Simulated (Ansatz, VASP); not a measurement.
## InSb: VASP beside Ansatz

```
In Sb
1.0
     0.00000    3.41069    3.13501
     3.41069    0.00000    3.13501
     3.41069    3.41069    0.00000
In Sb
1 1
Direct
  0.00000 0.00000 0.00000
  0.25000 0.25000 0.25000
```

Change from the starting cell: epitaxial_xy strain +4.0%.

Alike in both runs: task single point; functional HSE06; k mesh 4 × 4 × 4; occupations fermi-dirac, width 0.02 eV; no spin polarisation.

```csv
,VASP,Ansatz
version,VASP 6.6.1,Ansatz 0.2.0
potentials or method,"VASP PAW PBE potentials, release 64 (In_d, Sb)","plane waves, PAW"
plane-wave cutoff (eV),520,420
valence electrons in the cell,18,28
```

Ansatz gave:

- pressure (GPa): -1.1
- traceless stress, the component that is largest in VASP (GPa): 1.41

Problem. What did VASP give for the same quantities?

Solution. Pressure (GPa): -1.5; traceless stress, the component that is largest in VASP (GPa): 1.45.

The functional is the same, so the differences come from potentials, cutoffs and numerics. VASP's potentials hold 18 valence electrons a cell and Ansatz's 28, so a difference there can come from the potentials and not from the codes. Ansatz's warnings: stress exchange threshold loose, stress scf threshold loose.

Neither program's run includes spin-orbit coupling.
